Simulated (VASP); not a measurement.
# BP (I-4m2) in VASP: a series of runs

Runs on BP. Level: r2SCAN. Tasks: single point.

Program: VASP 6.6.1. These are calculated values, not measurements. Logs are shortened: lines on timing, memory, paths and dates and some standing lists are left out, and cuts for length are marked.

### Step 1. The cell of the first run

Symmetry: I-4m2, No. 119, tetragonal system. The conventional cell has a = 3.208 Å, b = 3.208 Å, c = 4.673 Å, α = 90.00°, β = 90.00°, γ = 90.00°. Within 2.6 Å of B (site symmetry -4m2) lie 4 P at 1.98 Å. Within 2.6 Å of P (site symmetry -4m2) lie 4 B at 1.98 Å.

### Step 2. Single point, r2SCAN (strain +0.000 along x and y, +0.030 along z)

Input file POSCAR:

```
BP
1.0
    0.0000000000      2.2682668145      2.3363148189
    2.2682668145      0.0000000000      2.3363148189
    2.2682668145      2.2682668145      0.0000000000
B P
1 1
Direct
    0.0000000000      0.0000000000      0.0000000000
    0.7500000000      0.7500000000      0.7500000000
```

Input file INCAR.step1:

```
SYSTEM = BP
PREC = Accurate
ENCUT = 520
ISMEAR = 0
SIGMA = 0.05
LREAL = .FALSE.
LASPH = .TRUE.
NELM = 60
NBANDS = 11
GGA = PE
ALGO = Normal
EDIFF = 1E-4
LWAVE = .TRUE.
LCHARG = .FALSE.
```

Input file INCAR.step2:

```
SYSTEM = BP
PREC = Accurate
ENCUT = 520
EDIFF = 1E-6
ISMEAR = 0
SIGMA = 0.05
LREAL = .FALSE.
LASPH = .TRUE.
NELM = 60
ALGO = Normal
ISIF = 2
LWAVE = .FALSE.
LCHARG = .FALSE.
METAGGA = R2SCAN
LMIXTAU = .TRUE.
NBANDS = 11
ISTART = 1
```

Input file KPOINTS:

```
Automatic mesh
0
G
  10 10 10
  0 0 0
```

Potentials or basis: VASP PAW PBE potentials, release 64 (B, P).

Run with:

```
cat potpaw_PBE.64/B/POTCAR potpaw_PBE.64/P/POTCAR > POTCAR
cp INCAR.step1 INCAR
mpirun -np 1 vasp_std > vasp.out
cp INCAR.step2 INCAR
mpirun -np 1 vasp_std > vasp.out
```

OUTCAR:

```text
SYSTEM = BP
   PREC = Accurate
   ENCUT = 520
   EDIFF = 1E-6
   ISMEAR = 0
   LREAL = .FALSE.
   LASPH = .TRUE.
   NELM = 60
   ISIF = 2
   METAGGA = R2SCAN
   ISTART = 1

 ion  position               nearest neighbor table
   1  0.000  0.000  0.000-   2 1.98   2 1.98   2 1.98   2 1.98
   2  0.750  0.750  0.750-   1 1.98   1 1.98   1 1.98   1 1.98

  LATTYP: Found a body centered tetragonal cell.
 ALAT       =     3.2078136921
 C/A-ratio  =     1.4566399692

  Lattice vectors:

 A1 = (  -2.2682668145,   0.0000000000,   2.3363148189)
 A2 = (   2.2682668145,   0.0000000000,   2.3363148189)
 A3 = (   0.0000000000,   2.2682668145,  -2.3363148189)

Analysis of symmetry for initial positions (statically):
=====================================================================
 Subroutine PRICEL returns:
 Original cell was already a primitive cell.

 Routine SETGRP: Setting up the symmetry group for a
 body centered tetragonal supercell.

 Subroutine GETGRP returns: Found  8 space group operations
 (whereof  8 operations were pure point group operations)
 out of a pool of 16 trial point group operations.

The static configuration has the point symmetry D_2d.

Analysis of symmetry for dynamics (positions and initial velocities):
=====================================================================
 Subroutine PRICEL returns:
 Original cell was already a primitive cell.

 Routine SETGRP: Setting up the symmetry group for a
 body centered tetragonal supercell.

 Subroutine GETGRP returns: Found  8 space group operations
 (whereof  8 operations were pure point group operations)
 out of a pool of 16 trial point group operations.

The dynamic configuration has the point symmetry D_2d.

 Subroutine INISYM returns: Found  8 space group operations
 (whereof  8 operations are pure point group operations),
 and found     1 'primitive' translations

----------------------------------------------------------------------------------------

                                     Primitive cell

  volume of cell :      24.0408

  direct lattice vectors                    reciprocal lattice vectors
     0.000000000  2.268266815  2.336314819    -0.220432621  0.220432621  0.214012254
     2.268266815  0.000000000  2.336314819     0.220432621 -0.220432621  0.214012254
     2.268266815  2.268266815  0.000000000     0.220432621  0.220432621 -0.214012254

  length of vectors
     3.256286424  3.256286424  3.207813692     0.378130038  0.378130038  0.378130038

  position of ions in fractional coordinates (direct lattice)
[... 88 lines left out ...]
   TEBEG  =    0.0;   TEEND  =   0.0 temperature during run
   PSTRESS=    0.0 pullay stress
   NELECT =       8.0000    total number of electrons
   NUPDOWN=      -1.0000    fix difference up-down
   EMIN   =  10.00;   EMAX   =-10.00  energy-range for DOS
   EFERMI =   0.00;   METHOD = LEGACY
   ISMEAR =     0;   SIGMA  =   0.05  broadening in eV -4-tet -1-fermi 0-gaus
   EFERMI_NEDOS =   21; number of points for ismear=-14 and -15
   IALGO  =     38    algorithm
   IMIX   =      4    mixing-type and parameters
     AMIX     =   0.40;   BMIX     =  1.00
     AMIX_MAG =   1.60;   BMIX_MAG =  1.00
  volume/ion in A,a.u.               =      12.02        81.12
  Fermi-wavevector in a.u.,A,eV,Ry     =   1.134458  2.143814 17.510618  1.286994
  Thomas-Fermi vector in A             =   2.271162
   LORBIT       =      0    0 simple, 1 ext, 2 COOP (PROOUT), +10 PAW based schemes
   METAGGA = R2SCAN    functional components
   LHFCALC =     F    Hartree Fock is set to
   AEXX    =    0.0000 exact exchange contribution
   IVDW    =     0    specifies the selected vdW correction
   LEPSILON=     F    determine dielectric tensor
   LRPA    =     F    only Hartree local field effects (RPA)
 non-spin polarized calculation
 Gauss-broadening in eV      SIGMA  =   0.05
  energy-cutoff  :      520.00
  volume of cell :       24.04
 maximum number of plane-waves:       660
   NGX = 13   NGY = 13   NGZ = 11

 number of electron       7.9999999 magnetization

 Free energy of the ion-electron system (eV)
  ---------------------------------------------------
  ext. energy  EPLUGINS =         0.00000000
  ---------------------------------------------------
  free energy    TOTEN  =       -17.28643772 eV

  energy without entropy =      -17.28643772  energy(sigma->0) =      -17.28643772

 E-fermi :   7.4215     XC(G=0): -11.3726

 val. band max:        7.1581686334   @ k =   0.0000   0.0000   0.0000
 cond. band min:       8.4094149205   @ k =   0.4000   0.0000   0.4000
 fundamental gap:      1.2512462871
 Fermi energy:         7.4214989262

 k-point     1 :       0.0000    0.0000    0.0000
  band No.  band energies     occupation
      1      -8.9446      2.00000
      2       6.8436      2.00000
      3       7.1582      2.00000
      4       7.1582      2.00000
      5      10.5968      0.00000
      6      10.5968      0.00000
      7      10.7775      0.00000
      8      14.5912      0.00000
      9      19.1748      0.00000
     10      19.2758      0.00000
     11      20.0230      0.00000
[... 309 lines left out ...]
 k-point    24 :       0.4000    0.3000    0.0000
  band No.  band energies     occupation
      1      -6.0283      2.00000
      2       0.4247      2.00000
      3       3.0041      2.00000
      4       3.6302      2.00000
      5       9.3729      0.00000
      6      11.2038      0.00000
      7      16.9406      0.00000
      8      17.0459      0.00000
      9      21.4948      0.00000
     10      23.0493      0.00000
     11      24.5628      0.00000

 [... further k-points ...]

------------------------ aborting loop because EDIFF is reached ----------------------------------------

  FORCE on cell =-STRESS in cart. coord.  units (eV):
  Direction    XX          YY          ZZ          XY          YZ          ZX
  --------------------------------------------------------------------------------------
  -------------------------------------------------------------------------------------
  Total       -0.3510699     -0.3510699     -1.6478004      0.0000000      0.0000000     -0.0000000
  in kB      -23.3966962    -23.3966962   -109.8159840      0.0000000      0.0000000     -0.0000000
  external PRESSURE =     -52.2031255 kB  Pullay stress =       0.0000000 kB

 VOLUME and BASIS-vectors are now :
 -----------------------------------------------------------------------------
  energy-cutoff  :      520.00
  volume of cell :       24.04
      direct lattice vectors                 reciprocal lattice vectors
     0.000000000  2.268266815  2.336314819    -0.220432621  0.220432621  0.214012254
     2.268266815  0.000000000  2.336314819     0.220432621 -0.220432621  0.214012254
     2.268266815  2.268266815  0.000000000     0.220432621  0.220432621 -0.214012254

 POSITION                                       TOTAL-FORCE (eV/Angst)
 -----------------------------------------------------------------------------------
      0.00000      0.00000      0.00000         0.000000      0.000000      0.000000
      3.40240      3.40240      3.50447        -0.000000     -0.000000     -0.000000
 -----------------------------------------------------------------------------------
    total drift:                               -0.000000     -0.000000     -0.000000

  FREE ENERGIE OF THE ION-ELECTRON SYSTEM (eV)
  ---------------------------------------------------
  free  energy   TOTEN  =       -17.2864377170 eV

  energy  without entropy=      -17.2864377170  energy(sigma->0) =      -17.28643772
```

Run time: 45 s. Hardware: 1 thread of Intel Xeon Platinum 8259CL at 2.50GHz (Skylake/Cascade Lake), shared host; peak memory 0.15 GiB.

What came out:

```yaml
Free_energy: -17.2864 eV
Pressure: -5.2 GPa
Band_gap_on_the_k_mesh: 1.25 eV, indirect (least direct gap 3.44 eV)
```

Caveat: the cell differs from its parent crystal (strain +0.000 along x and y, +0.030 along z); the PAW data sets were made with another functional, which shifts forces and pressure a little.

### Step 3. Single point, r2SCAN (strain +0.015 along x and y, +0.000 along z)

Input file POSCAR:

```
BP
1.0
    0.0000000000      2.3022908167      2.2682668145
    2.3022908167      0.0000000000      2.2682668145
    2.3022908167      2.3022908167      0.0000000000
B P
1 1
Direct
    0.0000000000      0.0000000000      0.0000000000
    0.7500000000      0.7500000000      0.7500000000
```

Input file INCAR.step1:

```
PREC     = Accurate       # precision mode
ENCUT    = 520            # plane-wave cutoff, eV
ISMEAR   = 0              # smearing method
SIGMA    = 0.05           # smearing width, eV
LREAL    = False          # projectors in reciprocal space
LASPH    = True           # aspherical terms in the spheres
NELM     = 100            # most SCF steps
NBANDS   = 11             # bands
GGA      = PE             # functional
ALGO     = Normal         # electronic algorithm
EDIFF    = 1E-4           # SCF threshold, eV
LWAVE    = True           # write WAVECAR
LCHARG   = False          # write CHGCAR
```

Input file INCAR.step2:

```
PREC     = Accurate       # precision mode
ENCUT    = 520            # plane-wave cutoff, eV
EDIFF    = 1E-7           # SCF threshold, eV
ISMEAR   = 0              # smearing method
SIGMA    = 0.05           # smearing width, eV
LREAL    = False          # projectors in reciprocal space
LASPH    = True           # aspherical terms in the spheres
NELM     = 100            # most SCF steps
ALGO     = Normal         # electronic algorithm
ISIF     = 2              # what is computed and relaxed
LWAVE    = False          # write WAVECAR
LCHARG   = False          # write CHGCAR
METAGGA  = R2SCAN         # meta-GGA
LMIXTAU  = True         
NBANDS   = 11             # bands
ISTART   = 1
```

Input file KPOINTS:

```
regular mesh
0
Gamma
  10 10 10
```

Potentials or basis: VASP PAW PBE potentials, release 64 (B, P).

Run with:

```
cat potpaw_PBE.64/B/POTCAR potpaw_PBE.64/P/POTCAR > POTCAR
cp INCAR.step1 INCAR
mpirun -np 1 vasp_std > vasp.out
cp INCAR.step2 INCAR
mpirun -np 1 vasp_std > vasp.out
```

Run time: 56 s. Hardware: 1 thread of Intel Xeon Platinum 8259CL at 2.50GHz (Skylake/Cascade Lake), shared host; peak memory 0.15 GiB.

Results (log left out):

```
Free energy            : -17.2958 eV
Pressure               : -5.2 GPa
Band gap on the k mesh : 1.25 eV, indirect (least direct gap 3.44 eV)
```

Stress tensor (GPa, compression positive):
```
-6.62  0.00  0.00
 0.00 -6.62  0.00
 0.00  0.00 -2.51
```

Levels at points of the mesh, in eV from the valence-band top:
| k point | band 1 | band 2 | band 3 | band 4 | band 5 | band 6 | band 7 | band 8 |
| --- | --- | --- | --- | --- | --- | --- | --- | --- |
| (0.00, 0.00, 0.00) | -16.10 | -0.15 | -0.15 | 0.00 | 3.44 | 3.53 | 3.53 | 7.45 |
| (0.50, 0.00, 0.00) | -12.72 | -9.39 | -2.03 | -1.83 | 3.83 | 4.84 | 5.01 | 10.71 |
| (0.50, 0.50, 0.00) | -11.00 | -8.98 | -4.44 | -4.44 | 1.38 | 1.69 | 12.67 | 12.67 |
| (0.50, 0.00, 0.50) | -11.14 | -9.12 | -4.30 | -4.27 | 1.55 | 1.91 | 12.52 | 12.83 |

Caveat: the cell differs from its parent crystal (strain +0.015 along x and y, +0.000 along z); the PAW data sets were made with another functional, which shifts forces and pressure a little. A k mesh can miss the band edges.

(Continued in part 2 of 2.)
